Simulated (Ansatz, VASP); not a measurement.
# Two plane-wave programs on BaTiO3

INCAR

```
SYSTEM = BaTiO3
PREC = Accurate
ENCUT = 520
EDIFF = 1E-6
ISMEAR = 0
SIGMA = 0.02
LREAL = .FALSE.
LASPH = .TRUE.
NELM = 100
ALGO = Normal
ISIF = 2
LWAVE = .FALSE.
LCHARG = .FALSE.
GGA = PS
NBANDS = 28
```

Contents of KPOINTS:

```
regular mesh
0
G
  4 4 4
  0 0 0
```

File POSCAR:

```
BaTiO3
1.0
    2.8193782869      1.6423719920      2.2963980085
   -2.8265732902      1.6079329908      2.3294340357
   -0.0334225516     -3.2905616540      2.3412718630
Ba Ti O
1 1 3
Direct
    0.0026354493      0.0148621033      0.0353983570
    0.5181817518      0.5016307606      0.5229100921
    0.4831800789      0.4750976295      0.9688660862
    0.4779043671      0.9706272881      0.4676554668
    1.0205296430      0.4990537475      0.4955453533
```

Input for Ansatz:

```yaml
crystal:
  lattice:
    - [2.8193782869, 1.642371992, 2.2963980085]
    - [-2.8265732902, 1.6079329908, 2.3294340357]
    - [-0.0334225516, -3.290561654, 2.341271863]
  atoms:
    - { symbol: Ba, position: [0.0026354493, 0.0148621033, 0.035398357] }
    - { symbol: Ti, position: [0.5181817518, 0.5016307606, 0.5229100921] }
    - { symbol: O, position: [0.4831800789, 0.4750976295, 0.9688660862] }
    - { symbol: O, position: [0.4779043671, 0.9706272881, 0.4676554668] }
    - { symbol: O, position: [1.020529643, 0.4990537475, 0.4955453533] }
basis:
  ecutwfc: 420
kpoints:
  mp_grid: { grid: [4, 4, 4] }
hamiltonian:
  xc: pbesol
scf:
  occupations: { method: gaussian, width: 0.02 }
output:
  forces: true
  stress: true
  eigenvalues: true
```

Change from the starting cell: kmesh displaced: [4, 4, 4] Gamma-centred.

Alike in both runs: task single point; functional PBEsol; k mesh 4 × 4 × 4; occupations gaussian, width 0.02 eV; no spin polarisation.

|  | VASP | Ansatz |
| --- | --- | --- |
| version | VASP 6.6.1 | Ansatz 0.2.0 |
| potentials or method | VASP PAW PBE potentials, release 64 (Ba_sv, Ti_sv, O), cutoff 520 eV | scalar-relativistic, plane waves, PAW |
| valence electrons in the cell | 40 | 40 |

|  | VASP | Ansatz | Ansatz less VASP |
| --- | --- | --- | --- |
| gap on the k mesh at the Fermi level (eV) | 2.09 | 2.15 | +0.061 |
| least direct gap on the mesh (eV) | 2.46 | 2.48 | +0.021 |
| pressure (GPa) | 1.8 | -0.2 | -1.96 |
| traceless stress, the component that is largest in VASP (GPa) | -1.87 | -1.77 | +0.103 |
| rms of the force components (eV/Å) | 0.640 | 0.614 | -0.0266 |

VASP's potentials were made for PBE, not for PBEsol. Atom by atom the forces differ by 0.060 eV/Å (rms over components).

Neither program's run includes spin-orbit coupling.
